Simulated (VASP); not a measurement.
A run of VASP 6.6.1 is set up as follows.

POSCAR

```
Ca
1.0
    0.0000000000      2.7748579100      2.7748579100
    2.7748579100      0.0000000000      2.7748579100
    2.7748579100      2.7748579100      0.0000000000
Ca
1
Direct
    0.0000000000      0.0000000000      0.0000000000
```

The input INCAR.step1:

```
ALGO     = Normal         # electronic algorithm
EDIFF    = 1E-4           # SCF threshold, eV
ENCUT    = 520            # plane-wave cutoff, eV
GGA      = PE             # functional
ISMEAR   = 0              # smearing method
LASPH    = True           # aspherical terms in the spheres
LCHARG   = False          # write CHGCAR
LREAL    = False          # projectors in reciprocal space
LWAVE    = True           # write WAVECAR
NBANDS   = 11             # bands
NELM     = 60             # most SCF steps
PREC     = Accurate       # precision mode
SIGMA    = 0.014          # smearing width, eV
```

File INCAR.step2:

```
ALGO     = Normal         # electronic algorithm
EDIFF    = 1E-6           # SCF threshold, eV
ENCUT    = 520            # plane-wave cutoff, eV
ISIF     = 2              # what is computed and relaxed
ISMEAR   = 0              # smearing method
ISTART   = 1            
LASPH    = True           # aspherical terms in the spheres
LCHARG   = False          # write CHGCAR
LMIXTAU  = True         
LREAL    = False          # projectors in reciprocal space
LWAVE    = False          # write WAVECAR
METAGGA  = R2SCAN         # meta-GGA
NBANDS   = 11             # bands
NELM     = 60             # most SCF steps
PREC     = Accurate       # precision mode
SIGMA    = 0.014          # smearing width, eV
```

File KPOINTS:

```
k-points
0
Gamma
  8 8 8
```

Potentials or basis: VASP PAW PBE potentials, release 64 (Ca_sv).

Run with:

```console
$ cat potpaw_PBE.64/Ca_sv/POTCAR > POTCAR
$ cp INCAR.step1 INCAR
$ mpirun -np 1 vasp_std > vasp.out
$ cp INCAR.step2 INCAR
$ mpirun -np 1 vasp_std > vasp.out
```

**Question.** Predict the pressure.

**Answer.** 0.2 GPa.

**Question.** What does it give for the band gap on the k mesh?

**Answer.** Zero (bands 5 and 6 overlap by 0.55 eV).

Caveat: the PAW data sets were made with another functional, which shifts forces and pressure a little.
